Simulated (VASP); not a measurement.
**C63N (a cell with a defect): single point with PBEsol**

C63N (a cell with a defect):

```
CELL_PARAMETERS angstrom
7.10761 0.00000 0.00000
0.00000 7.10761 0.00000
0.00000 0.00000 7.10761
ATOMIC_POSITIONS crystal
C 0.99971 0.00073 0.99945
C 0.99779 0.00199 0.49843
C 0.99858 0.50140 0.99832
C 0.00115 0.50065 0.49961
C 0.49869 0.00200 0.99752
C 0.49956 0.99926 0.49928
C 0.49988 0.50065 0.00089
C 0.12496 0.12730 0.12469
C 0.12628 0.12660 0.62439
C 0.12212 0.62526 0.12187
C 0.12714 0.62648 0.62294
C 0.62465 0.12661 0.12602
C 0.62588 0.12353 0.62562
C 0.62321 0.62648 0.12686
C 0.62731 0.61820 0.62705
C 0.25062 0.25162 0.00017
C 0.25268 0.25242 0.49877
C 0.24933 0.75131 0.99764
C 0.24763 0.75356 0.49370
C 0.74999 0.25037 0.00119
C 0.75331 0.24717 0.50036
C 0.74881 0.75010 0.99980
C 0.74708 0.74755 0.49818
C 0.37493 0.37803 0.12682
C 0.38356 0.37203 0.62743
C 0.37540 0.87921 0.12091
C 0.37418 0.87437 0.62272
C 0.87414 0.37624 0.12618
C 0.87738 0.37508 0.62554
C 0.87368 0.87605 0.12452
C 0.87380 0.87451 0.62418
C 0.24896 0.00215 0.24869
C 0.25035 0.00035 0.74848
C 0.24785 0.50666 0.24762
C 0.25296 0.50141 0.74700
C 0.74874 0.00035 0.25008
C 0.74990 0.99859 0.74964
C 0.74724 0.50142 0.25271
C 0.75332 0.50040 0.75304
C 0.37504 0.12608 0.37478
C 0.37545 0.12520 0.87568
C 0.35267 0.65126 0.35241
C 0.37519 0.62584 0.87392
C 0.87595 0.12520 0.37519
C 0.87530 0.12538 0.87505
C 0.87419 0.62584 0.37493
C 0.87545 0.62564 0.87517
C 0.00044 0.25162 0.25036
C 0.00145 0.25036 0.74972
C 0.99790 0.75131 0.24907
C 0.00007 0.75010 0.74854
C 0.49902 0.25243 0.25243
C 0.50062 0.24716 0.75304
C 0.49395 0.75357 0.24737
C 0.49845 0.74755 0.74683
C 0.12709 0.37804 0.37467
C 0.12644 0.37625 0.87389
C 0.12119 0.87918 0.37514
C 0.12478 0.87604 0.87342
C 0.62768 0.37205 0.38332
C 0.62579 0.37509 0.87711
C 0.62300 0.87438 0.37392
C 0.62443 0.87453 0.87353
N 0.52546 0.47214 0.52521
```

```yaml
Program: VASP 6.6.1
Task: single point
Functional: PBEsol
Potentials_or_basis: VASP PAW PBE potentials, release 64 (C, N)
Cutoff: 520 eV
k_mesh: 1 × 1 × 1, shifted
Occupations: fermi-dirac, width 0.05 eV
Spin: no spin polarisation
```

The largest force is 0.773 eV/Å.

Forces on the atoms (eV/Å):
```
C    0.086  0.055  0.086
C    0.151  0.081  0.160
C   -0.005  0.074  0.001
C    0.057  0.104  0.083
C    0.159  0.080  0.153
C    0.125  0.118  0.129
C    0.074  0.100  0.057
C   -0.075 -0.077 -0.074
C   -0.126 -0.064 -0.094
C   -0.072  0.021 -0.074
C   -0.125 -0.069 -0.100
C   -0.095 -0.063 -0.125
C   -0.078 -0.103 -0.077
C   -0.101 -0.066 -0.121
C   -0.116 -0.371 -0.117
C    0.066  0.083  0.042
C    0.056  0.067  0.027
C    0.023  0.013  0.094
C   -0.049  0.082  0.104
C    0.076  0.061  0.078
C    0.144 -0.059  0.018
C    0.035  0.029  0.091
C    0.063  0.102  0.094
C   -0.121 -0.107 -0.048
C   -0.242  0.015 -0.013
C   -0.039 -0.046  0.002
C   -0.031 -0.051 -0.013
C   -0.061 -0.059 -0.056
C   -0.076 -0.009 -0.040
C   -0.061 -0.054 -0.060
C   -0.044 -0.084 -0.066
C    0.073  0.070  0.075
C    0.070  0.058  0.114
C    0.233  0.288  0.222
C    0.062  0.061  0.104
C    0.115  0.061  0.071
C    0.057  0.126  0.053
C    0.110  0.054  0.059
C   -0.046 -0.014 -0.042
C   -0.101 -0.026 -0.100
C   -0.105 -0.010 -0.172
C   -0.376 -0.561 -0.374
C   -0.092 -0.126 -0.045
C   -0.173 -0.012 -0.107
C   -0.061 -0.046 -0.065
C   -0.052 -0.124 -0.096
C    0.028 -0.038  0.032
C    0.040  0.085  0.067
C    0.081  0.061  0.078
C    0.096  0.010  0.022
C    0.093  0.029  0.032
C    0.030  0.066  0.055
C    0.019 -0.055  0.150
C    0.107  0.086 -0.051
C    0.089  0.104  0.062
C   -0.048 -0.113 -0.121
C   -0.058 -0.061 -0.063
C    0.002 -0.037 -0.044
C   -0.061 -0.055 -0.059
C   -0.010  0.013 -0.247
C   -0.035 -0.011 -0.077
C   -0.017 -0.055 -0.037
C   -0.067 -0.089 -0.040
N    0.399  0.460  0.401
```

Levels at points of the mesh, in eV from the Fermi level:
| k point | band 125 | band 126 | band 127 | band 128 | band 129 | band 130 | band 131 | band 132 | band 133 | band 134 |
| --- | --- | --- | --- | --- | --- | --- | --- | --- | --- | --- |
| (0.25, 0.25, 0.25) | -5.95 | -5.40 | -4.83 | -4.27 | -0.82 | 0.68 | 0.69 | 0.82 | 1.01 | 1.12 |

Wall time 10 min on 1 thread of Intel(R) Xeon(R) Platinum 8259CL CPU @ 2.50GHz (Skylake/Cascade Lake), on a shared host, peak memory 0.46 GiB.

Caveat: the cell carries a net charge on a neutralising background, which shifts energy and pressure; the cell is charged against a uniform background, so pressure and absolute levels hang on convention; the PAW data sets were made with another functional, which shifts forces and pressure a little.
